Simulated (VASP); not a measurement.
Wanted: the native input for a VASP 6.6.1 run.

```
Task                   : single point
Functional             : PBEsol
Dispersion             : D3(BJ)
Potentials or basis    : VASP PAW PBE potentials, release 64 (Pb_d, S)
Cutoff                 : 520 eV
k mesh                 : 8 × 8 × 8
Occupations            : fermi-dirac, width 0.05 eV
Spin                   : no spin polarisation
Dipole correction      : no
Further INCAR settings : ALGO = Normal; EDIFF = 1e-06; NBANDS = 17
```

The structure of PbS (Galena) lies in POSCAR:

```
PbS
1.0
    0.0000000000      2.9154986386      2.9154986386
    2.9154986386      0.0000000000      2.9154986386
    2.9154986386      2.9154986386      0.0000000000
Pb S
1 1
Direct
    0.0000000000      0.0000000000      0.0000000000
    0.5000000000      0.5000000000      0.5000000000
```

These files were run (other wordings do the same):

INCAR

```
SYSTEM = PbS
  ALGO = Normal
  EDIFF = 1E-6
  ENCUT = 520
  GGA = PS
  ISIF = 2
  ISMEAR = -1
  IVDW = 12
  LASPH = .True.
  LCHARG = .False.
  LREAL = .False.
  LWAVE = .False.
  NBANDS = 17
  NELM = 100
  PREC = Accurate
  SIGMA = 0.05
```

KPOINTS

```
k-points
0
Gamma
  8 8 8
  0 0 0
```

Potentials or basis: VASP PAW PBE potentials, release 64 (Pb_d, S).

Command:

```bash
$ cat potpaw_PBE.64/Pb_d/POTCAR potpaw_PBE.64/S/POTCAR > POTCAR
$ mpirun -np 1 vasp_std > vasp.out
```

It gave:

```yaml
Pressure: -0.1 GPa
Band_gap_on_the_k_mesh: 0.05 eV, direct
Dispersion_energy_per_atom: -0.347 eV
```

Caveat: the PAW data sets were made with another functional, which shifts forces and pressure a little; spin-orbit coupling is left out, which moves the levels of the heavy elements.

Wall time 16 s on 1 thread of AMD EPYC 9R45 96-Core Processor (Zen 5) (shared host), peak memory 0.16 GiB.
